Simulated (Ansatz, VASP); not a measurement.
## Two plane-wave programs on CaTeI3

```
Ca Te I
1.0
     4.11987    2.37861    3.46149
    -4.11987    2.37861    3.46149
     0.00000   -4.75721    3.46149
Ca Te I
1 1 3
Direct
  0.00130 0.00130 0.00130
  0.47708 0.47708 0.47708
  0.02867 0.50547 0.50547
  0.50547 0.50547 0.02867
  0.50547 0.02867 0.50547
```

Change from the starting cell: species swapped into the CsGeBr3 type (R3m, No. 160).

Alike in both runs: task single point; functional PBE; k mesh 3 × 3 × 3; occupations gaussian, width 0.1 eV; no spin polarisation.

```csv
,VASP,Ansatz
version,VASP 6.6.1,Ansatz 0.2.0
potentials or method,"VASP PAW PBE potentials, release 64 (Ca_sv, Te, I), cutoff 520 eV","scalar-relativistic, plane waves, PAW"
valence electrons in the cell,37,77
```

```csv
,VASP,Ansatz,Ansatz less VASP
gap on the k mesh at the Fermi level (eV),none,none,-
pressure (GPa),7.2,7.2,-0.03
"traceless stress, the component that is largest in VASP (GPa)",-1.80,-1.77,+0.024
rms of the force components (eV/Å),1.958,1.949,-0.0084
```

Atom by atom the forces differ by 0.009 eV/Å (rms over components). A gap of «none» marks a metal or a gap that the smearing closes. With one functional, cell and mesh, what is left measures potentials, basis and numerics. VASP's potentials hold 37 valence electrons a cell and Ansatz's 77, so a difference there can come from the potentials and not from the codes.

Spin-orbit coupling is off throughout.
